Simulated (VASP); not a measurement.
# Ag (P-3m1) in VASP: further runs

Ag is run at these levels: PBEsol; tasks: single point.

All numbers are computed with VASP 6.6.1; they aren't measurements. Logs are shortened: lines on timing, memory, paths and dates and some standing lists are left out, and cuts for length are marked.

## Step 1: The cell of the first run

Symmetry: P-3m1, No. 164, trigonal system. The conventional cell has a = 2.867 Å, b = 2.867 Å, c = 15.072 Å, α = 90.00°, β = 90.00°, γ = 120.00°. Within 3.8 Å of Ag (site symmetry 3m) lie 12 Ag at 2.87 Å. Within 3.8 Å of Ag (site symmetry 3m) lie 12 Ag at 2.87 to 3.73 Å. Ag (site symmetry 3m) has 12 Ag at 2.87 Å within 3.8 Å.

## Step 2: Single point, PBEsol (the distance across one plane changed)

The input, INCAR:

```
  ALGO = Fast
  EDIFF = 1E-7
  ENCUT = 520
  GGA = PS
  ISIF = 2
  ISMEAR = 0
  LASPH = True
  LCHARG = False
  LREAL = False
  LWAVE = False
  NBANDS = 42
  NELM = 100
  PREC = Accurate
  SIGMA = 0.15
```

The input, KPOINTS:

```
k-points
0
Gamma
  24 24 5
```

The input, POSCAR:

```
Ag
1.0
   -2.8670626753      0.0000000000      0.0000000000
   -1.4335313377     -2.4829491111      0.0000000000
    0.0000000000      0.0000000000     15.0721448197
Ag
6
Direct
    0.3333333333      0.3333333333      0.7002237708
    0.3333333333      0.3333333333      0.0777888093
    0.3333333333      0.3333333333      0.3890062900
    0.6666666667      0.6666666667      0.8558325111
    0.6666666667      0.6666666667      0.2333975497
    0.6666666667      0.6666666667      0.5446150304
```

Potentials or basis: VASP PAW PBE potentials, release 64 (Ag).

Run with:

```sh
cat potpaw_PBE.64/Ag/POTCAR > POTCAR
mpirun -np 1 vasp_std > vasp.out
```

OUTCAR:

```text
EDIFF = 1E-7
   ENCUT = 520
   GGA = PS
   ISIF = 2
   ISMEAR = 0
   LASPH = True
   LREAL = False
   NELM = 100
   PREC = Accurate

 ion  position               nearest neighbor table
   1  0.333  0.333  0.700-   4 2.87   4 2.87   4 2.87   6 2.87   6 2.87   6 2.87
   2  0.333  0.333  0.078-   5 2.87   5 2.87   5 2.87
   3  0.333  0.333  0.389-   5 2.87   5 2.87   5 2.87   6 2.87   6 2.87   6 2.87
   4  0.667  0.667  0.856-   1 2.87   1 2.87   1 2.87
   5  0.667  0.667  0.233-   3 2.87   3 2.87   3 2.87   2 2.87   2 2.87   2 2.87
   6  0.667  0.667  0.545-   1 2.87   3 2.87   1 2.87   3 2.87   1 2.87   3 2.87

  LATTYP: Found a hexagonal cell.
 ALAT       =     2.8670626754
 C/A-ratio  =     5.2569987218

  Lattice vectors:

 A1 = (   1.4335313377,   2.4829491111,   0.0000000000)
 A2 = (  -2.8670626753,   0.0000000000,   0.0000000000)
 A3 = (   0.0000000000,   0.0000000000,  15.0721448197)

Analysis of symmetry for initial positions (statically):
=====================================================================
 Subroutine PRICEL returns:
 Original cell was already a primitive cell.

 Routine SETGRP: Setting up the symmetry group for a
 hexagonal supercell.

 Subroutine GETGRP returns: Found 12 space group operations
 (whereof  6 operations were pure point group operations)
 out of a pool of 24 trial point group operations.

The static configuration has the point symmetry C_3v.
 The point group associated with its full space group is D_3d.

Analysis of symmetry for dynamics (positions and initial velocities):
=====================================================================
 Subroutine PRICEL returns:
 Original cell was already a primitive cell.

 Routine SETGRP: Setting up the symmetry group for a
 hexagonal supercell.

 Subroutine GETGRP returns: Found 12 space group operations
 (whereof  6 operations were pure point group operations)
 out of a pool of 24 trial point group operations.

The dynamic configuration has the point symmetry C_3v.
 The point group associated with its full space group is D_3d.

 Subroutine INISYM returns: Found 12 space group operations
 (whereof  6 operations are pure point group operations),
 and found     1 'primitive' translations

----------------------------------------------------------------------------------------

                                     Primitive cell

  volume of cell :     107.2951

  direct lattice vectors                    reciprocal lattice vectors
    -2.867062675  0.000000000  0.000000000    -0.348789027  0.201373438  0.000000000
    -1.433531338 -2.482949111  0.000000000     0.000000000 -0.402746877  0.000000000
     0.000000000  0.000000000 15.072144820     0.000000000  0.000000000  0.066347558

  length of vectors
     2.867062675  2.867062675 15.072144820     0.402746877  0.402746877  0.066347558

  position of ions in fractional coordinates (direct lattice)
     0.333333333  0.333333333  0.700223771
     0.333333333  0.333333333  0.077788809
     0.333333333  0.333333333  0.389006290
     0.666666667  0.666666667  0.855832511
     0.666666667  0.666666667  0.233397550
     0.666666667  0.666666667  0.544615030

  ion indices of the primitive-cell ions
   primitive index   ion index
                 1           1
                 2           2
                 3           3
                 4           4
                 5           5
                 6           6

----------------------------------------------------------------------------------------

 KPOINTS: k-points

Automatic generation of k-mesh.
 Grid dimensions read from file:
 generate k-points for:   24   24    5

 Generating k-lattice:

  Cartesian coordinates                     Fractional coordinates (reciprocal lattice)
    -0.014532876  0.008390560  0.000000000     0.041666667  0.000000000  0.000000000
     0.000000000 -0.016781120  0.000000000     0.000000000  0.041666667  0.000000000
     0.000000000  0.000000000  0.013269512     0.000000000  0.000000000  0.200000000

  Length of vectors
     0.016781120  0.016781120  0.013269512

  Shift w.r.t. Gamma in fractional coordinates (k-lattice)
     0.000000000  0.000000000  0.000000000

 Subroutine IBZKPT returns following result:
 ===========================================

 Found    279 irreducible k-points:

 Following reciprocal coordinates:
            Coordinates               Weight
  0.000000  0.000000  0.000000      1.000000
  0.041667  0.000000  0.000000      6.000000
  0.083333  0.000000  0.000000      6.000000
  0.125000  0.000000  0.000000      6.000000
  0.166667 -0.000000  0.000000      6.000000
  0.208333  0.000000  0.000000      6.000000
[... 16 lines left out ...]
  0.458333  0.041667  0.000000     12.000000
  0.500000  0.041667  0.000000     12.000000
 [... further k-points ...]
   k-points           NKPTS =    279   k-points in BZ     NKDIM =    279   number of bands    NBANDS=     42
   number of dos      NEDOS =    301   number of ions     NIONS =      6
   total plane-waves  NPLWV =  64512
   dimension x,y,z NGX =    24 NGY =   24 NGZ =  112
   dimension x,y,z NGXF=    48 NGYF=   48 NGZF=  224
   ions per type =               6
   NGX,Y,Z   is equivalent  to a cutoff of  13.92, 13.92, 12.35 a.u.
   NGXF,Y,Z  is equivalent  to a cutoff of  27.83, 27.83, 24.71 a.u.
 SYSTEM =  unknown system
   PREC   = accura    normal or accurate (medium, high low for compatibility)
   ISTART =      0    job   : 0-new  1-cont  2-samecut
   ICHARG =      2    charge: 1-file 2-atom 10-const
   ISPIN  =      1    spin polarized calculation?
   LNONCOLLINEAR =      F non collinear calculations
   LSORBIT =      F    spin-orbit coupling
   LASPH  =      T    aspherical Exc in radial PAW
   ENCUT  =  520.0 eV  38.22 Ry    6.18 a.u.   5.33  5.33 28.02*2*pi/ulx,y,z
   NELM   =    100;   NELMIN=  2; NELMDL= -5     # of ELM steps
   EDIFF  = 0.1E-06   stopping-criterion for ELM
   LREAL  =      F    real-space projection
   EDIFFG = 0.1E-05   stopping-criterion for IOM
   NSW    =      0    number of steps for IOM
   IBRION =     -1    ionic relax: 0-MD 1-quasi-New 2-CG
   NFREE  =      0    steps in history (QN), initial steepest desc. (CG)
   ISIF   =      2    stress and relaxation
   ISYM   =      2    0-nonsym 1-usesym 2-fastsym
   POTIM  = 0.5000    time-step for ionic-motion
   TEBEG  =    0.0;   TEEND  =   0.0 temperature during run
   PSTRESS=    0.0 pullay stress
   NELECT =      66.0000    total number of electrons
   NUPDOWN=      -1.0000    fix difference up-down
   EMIN   =  10.00;   EMAX   =-10.00  energy-range for DOS
   EFERMI =   0.00;   METHOD = LEGACY
   ISMEAR =     0;   SIGMA  =   0.15  broadening in eV -4-tet -1-fermi 0-gaus
   EFERMI_NEDOS =   21; number of points for ismear=-14 and -15
   IALGO  =     68    algorithm
   IMIX   =      4    mixing-type and parameters
     AMIX     =   0.40;   BMIX     =  1.00
     AMIX_MAG =   1.60;   BMIX_MAG =  1.00
  volume/ion in A,a.u.               =      17.88       120.68
  Fermi-wavevector in a.u.,A,eV,Ry     =   1.392289  2.631045 26.374475  1.938469
  Thomas-Fermi vector in A             =   2.516046
   LORBIT       =      0    0 simple, 1 ext, 2 COOP (PROOUT), +10 PAW based schemes
   GGA     = PS    functional components
   LHFCALC =     F    Hartree Fock is set to
   AEXX    =    0.0000 exact exchange contribution
   IVDW    =     0    specifies the selected vdW correction
   LEPSILON=     F    determine dielectric tensor
   LRPA    =     F    only Hartree local field effects (RPA)
 non-spin polarized calculation
 RMM-DIIS sequential band-by-band and
 Gauss-broadening in eV      SIGMA  =   0.15
  energy-cutoff  :      520.00
  volume of cell :      107.30
 maximum number of plane-waves:      2936
 NGX is ok and might be reduce to    24
   NGX = 11   NGY = 11   NGZ = 57

 number of electron      65.9999984 magnetization

 Free energy of the ion-electron system (eV)
  ---------------------------------------------------
  ext. energy  EPLUGINS =         0.00000000
  ---------------------------------------------------
  free energy    TOTEN  =       -19.32801883 eV

  energy without entropy =      -19.30704148  energy(sigma->0) =      -19.31753015

 E-fermi :   7.6161     XC(G=0): -12.0689

 val. band max:        7.6016030275   @ k =   0.1250   0.0417   0.2000
 cond. band min:       7.6225325535   @ k =   0.5000   0.0417   0.4000
 fundamental gap:      0.0209295260
 Fermi energy:         7.6161290257

 k-point     1 :       0.0000    0.0000    0.0000
  band No.  band energies     occupation
      1      -0.1737      2.00000
      2       0.4194      2.00000
      3       0.9254      2.00000
      4       1.1488      2.00000
      5       1.3184      2.00000
      6       1.4531      2.00000
[... 34 lines left out ...]
     41      20.6384      0.00000
     42      23.2854      0.00000

 k-point     2 :       0.0417    0.0000    0.0000
  band No.  band energies     occupation
      1      -0.1247      2.00000
      2       0.4663      2.00000
      3       0.9713      2.00000
      4       1.1809      2.00000
      5       1.3546      2.00000
      6       1.4919      2.00000
[... 34 lines left out ...]
     41      20.6719      0.00000
     42      23.3379      0.00000

 k-point     3 :       0.0833    0.0000    0.0000
  band No.  band energies     occupation
      1       0.0199      2.00000
      2       0.6033      2.00000
      3       1.1043      2.00000
      4       1.2724      2.00000
      5       1.4584      2.00000
      6       1.6036      2.00000
[... 34 lines left out ...]
     41      20.7704      0.00000
     42      22.9426      0.00000

 k-point     4 :       0.1250    0.0000    0.0000
  band No.  band energies     occupation
      1       0.2516      2.00000
      2       0.8165      2.00000
      3       1.3061      2.00000
      4       1.4075      2.00000
      5       1.6127      2.00000
      6       1.7716      2.00000
[... 844 lines left out ...]
     41      14.9376      0.00000
     42      15.2058      0.00000

 k-point    23 :       0.4583    0.0417    0.0000
  band No.  band energies     occupation
      1       1.2568      2.00000
      2       1.2655      2.00000
      3       1.3177      2.00000
      4       1.4529      2.00000
      5       1.6004      2.00000
      6       1.7104      2.00000
[... 34 lines left out ...]
     41      14.0747      0.00000
     42      14.1573      0.00000

 k-point    24 :       0.5000    0.0417    0.0000
  band No.  band energies     occupation
      1       1.2327      2.00000
      2       1.2361      2.00000
      3       1.2782      2.00000
      4       1.4182      2.00000
      5       1.5612      2.00000
      6       1.6910      2.00000
[... 34 lines left out ...]
     41      14.0796      0.00000
     42      14.5419      0.00000

 [... further k-points ...]

------------------------ aborting loop because EDIFF is reached ----------------------------------------

  FORCE on cell =-STRESS in cart. coord.  units (eV):
  Direction    XX          YY          ZZ          XY          YZ          ZX
  --------------------------------------------------------------------------------------
  -------------------------------------------------------------------------------------
  Total       -1.3817530     -1.3817530     -1.9533710     -0.0000000      0.0000000     -0.0000000
  in kB      -20.6329320    -20.6329320    -29.1685771     -0.0000000      0.0000000     -0.0000000
  external PRESSURE =     -23.4781470 kB  Pullay stress =       0.0000000 kB

 VOLUME and BASIS-vectors are now :
 -----------------------------------------------------------------------------
  energy-cutoff  :      520.00
  volume of cell :      107.30
      direct lattice vectors                 reciprocal lattice vectors
    -2.867062675  0.000000000  0.000000000    -0.348789027  0.201373438  0.000000000
    -1.433531338 -2.482949111  0.000000000     0.000000000 -0.402746877  0.000000000
     0.000000000  0.000000000 15.072144820     0.000000000  0.000000000  0.066347558

 POSITION                                       TOTAL-FORCE (eV/Angst)
 -----------------------------------------------------------------------------------
     -1.43353     -0.82765     10.55387        -0.000000     -0.000000      0.053225
     -1.43353     -0.82765      1.17244         0.000000      0.000000     -0.415483
     -1.43353     -0.82765      5.86316        -0.000000     -0.000000     -0.013512
     -2.86706     -1.65530     12.89923        -0.000000     -0.000000      0.415483
     -2.86706     -1.65530      3.51780         0.000000     -0.000000     -0.053225
     -2.86706     -1.65530      8.20852         0.000000      0.000000      0.013512
 -----------------------------------------------------------------------------------
    total drift:                                0.000000      0.000000     -0.000022

  FREE ENERGIE OF THE ION-ELECTRON SYSTEM (eV)
  ---------------------------------------------------
  free  energy   TOTEN  =       -19.3280188264 eV

  energy  without entropy=      -19.3070414813  energy(sigma->0) =      -19.31753015
```

It took 32 min on 1 thread of Oxide Virtual Turin-like, shared host; peak memory 0.85 GiB.

What came out:

```
Free energy            : -19.3280 eV
Pressure               : -2.3 GPa
Largest force          : 0.415 eV/Å
Band gap on the k mesh : zero (bands 33 and 34 overlap by 6.52 eV)
```

Forces in eV/Å, atoms in the order of the input:
```
Ag   0.000  0.000  0.053
Ag   0.000  0.000 -0.415
Ag   0.000  0.000 -0.014
Ag   0.000  0.000  0.415
Ag   0.000  0.000 -0.053
Ag   0.000  0.000  0.014
```

Stress tensor (GPa, compression positive):
```
-2.06  0.00  0.00
 0.00 -2.06  0.00
 0.00  0.00 -2.92
```

Levels at points of the mesh, in eV from the Fermi level:
```tsv
k point	band 31	band 32	band 33	band 34	band 35	band 36	band 37	band 38
(0.00, 0.00, 0.00)	-3.08	-3.06	-3.06	-3.03	-3.03	-0.62	1.78	6.05
(0.50, 0.00, 0.00)	0.13	0.26	0.58	1.29	1.40	1.67	4.44	4.84
```

Caveat: the cell differs from its parent crystal (the distance across one plane changed); the PAW data sets were made with another functional, which shifts forces and pressure a little.

(Part 1 of 2 ends here.)
